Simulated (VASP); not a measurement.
**Bi: relaxation of cell and atoms with PBEsol**

Crystal: Bi.

```
Bi
1.0
     0.00000    2.46914    2.46914
     2.46914    0.00000    2.46914
     2.46914    2.46914    0.00000
Bi
1
Cartesian
  0.0000 0.0000 0.0000
```

```yaml
Program: VASP 6.6.1
Task: relaxation of cell and atoms
Functional: PBEsol
Potentials_or_basis: VASP PAW PBE potentials, release 64 (Bi_d)
Cutoff: 600 eV
k_mesh: 20 × 20 × 20
Occupations: gaussian, width 0.1 eV
Spin: no spin polarisation
Dipole_correction: no
Further_INCAR_settings: ALGO = Normal; EDIFF = 1e-06; IBRION = 2; EDIFFG = -0.01; NSW = 100; ISIF = 3
```

* Relaxed volume: 30.19 Å³/atom
* Relaxed cell: a = 3.495 Å, b = 3.495 Å, c = 3.495 Å, α = 60.00°, β = 60.00°, γ = 60.00°
* Space group after relaxing (to 0.05 Å): Fm-3m (No. 225)
* Energy gained by relaxing: 0.0 meV/atom
* Ionic steps: 3
* Pressure after relaxing: 0.0 GPa

Final structure:
```cif
data_structure
_symmetry_space_group_name_H-M 'P 1'
_symmetry_Int_Tables_number 1
_cell_length_a 3.4951
_cell_length_b 3.4951
_cell_length_c 3.4951
_cell_angle_alpha 60.000
_cell_angle_beta 60.000
_cell_angle_gamma 60.000
_cell_volume 30.19
loop_
_atom_site_label
_atom_site_type_symbol
_atom_site_fract_x
_atom_site_fract_y
_atom_site_fract_z
_atom_site_occupancy
Bi1 Bi 0.00000 0.00000 0.00000 1
```

Levels at points of the mesh, in eV from the Fermi level:
```tsv
k point	band 5	band 6	band 7	band 8	band 9	band 10
(0.00, 0.00, 0.00)	-22.97	-13.85	5.13	5.13	5.13	9.03
(0.50, 0.00, 0.00)	-22.89	-10.83	-5.51	3.47	3.47	7.53
(0.50, 0.50, 0.00)	-22.87	-9.66	-4.67	0.33	0.33	4.03
```

Run time: 56 s on 1 thread of Intel(R) Xeon(R) 6975P-C (Granite Rapids), on a shared host, peak memory 0.24 GiB.

Caveat: the PAW data sets were made with another functional, which shifts forces and pressure a little; spin-orbit coupling is left out, which moves the levels of the heavy elements.
